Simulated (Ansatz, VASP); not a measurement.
## Zn: VASP beside Ansatz

```
CELL_PARAMETERS angstrom
2.70131 0.00000 0.00000
-1.35065 2.33940 0.00000
0.00000 0.00000 4.81389
ATOMIC_POSITIONS crystal
Zn 0.33333 0.66667 0.25000
Zn 0.66667 0.33333 0.75000
```

Alike in both runs: task single point; functional PBE; k mesh 24 × 24 × 12; occupations gaussian, width 0.15 eV; no spin polarisation.

```csv
,VASP,Ansatz
version,VASP 6.6.1,Ansatz 0.2.0
potentials or method,"VASP PAW PBE potentials, release 64 (Zn), cutoff 520 eV","scalar-relativistic, plane waves, PAW"
valence electrons in the cell,24,24
```

Ansatz gave:

```
gap on the k mesh at the Fermi level (eV)                     : none
pressure (GPa)                                                : -0.9
traceless stress, the component that is largest in VASP (GPa) : 1.33
```

Task: Estimate VASP's values.

Result: gap on the k mesh at the Fermi level (eV): none; pressure (GPa): -0.5; traceless stress, the component that is largest in VASP (GPa): 1.22.

A gap of «none» marks a metal or a gap that the smearing closes.
